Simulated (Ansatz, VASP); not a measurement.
Two plane-wave programs on Ni

INCAR

```
SYSTEM = Ni
PREC = Accurate
ENCUT = 520
EDIFF = 1E-7
ISMEAR = 0
SIGMA = 0.05
LREAL = .False.
LASPH = .True.
NELM = 100
ALGO = Fast
ISIF = 2
LWAVE = .False.
LCHARG = .True.
GGA = PE
LELF = .True.
LVHAR = .True.
NBANDS = 11
```

File KPOINTS:

```
regular mesh
0
Gamma
  22 22 22
  0 0 0
```

Contents of POSCAR:

```
Ni
1.0
    0.0000000000      1.7619350000      1.7619350000
    1.7619350000      0.0000000000      1.7619350000
    1.7619350000      1.7619350000      0.0000000000
Ni
1
Direct
    0.0000000000      0.0000000000      0.0000000000
```

Input for Ansatz:

```yaml
crystal:
  lattice:
    - [0.0, 1.761935, 1.761935]
    - [1.761935, 0.0, 1.761935]
    - [1.761935, 1.761935, 0.0]
  atoms:
    - { symbol: Ni, position: [0.0, 0.0, 0.0] }
basis:
  ecutwfc: 420
  ecutrho_ratio: 4
kpoints:
  mp_grid: { grid: [22, 22, 22] }
hamiltonian:
  xc: pbe
scf:
  occupations: { method: gaussian, width: 0.05 }
output:
  forces: true
  stress: true
  eigenvalues: true
```

Alike in both runs: task single point; functional PBE; k mesh 22 × 22 × 22; occupations gaussian, width 0.05 eV; no spin polarisation.

|  | VASP | Ansatz |
| --- | --- | --- |
| version | VASP 6.6.1 | Ansatz 0.2.0 |
| potentials or method | VASP PAW PBE potentials, release 64 (Ni), cutoff 520 eV | scalar-relativistic, plane waves, PAW |
| valence electrons in the cell | 10 | 18 |

|  | VASP | Ansatz | Ansatz less VASP |
| --- | --- | --- | --- |
| gap on the k mesh at the Fermi level (eV) | none | none | - |
| pressure (GPa) | -2.2 | -2.2 | -0.05 |

A gap of «none» marks a metal or a gap that the smearing closes. VASP's potentials hold 10 valence electrons a cell and Ansatz's 18, so a difference there can come from the potentials and not from the codes.
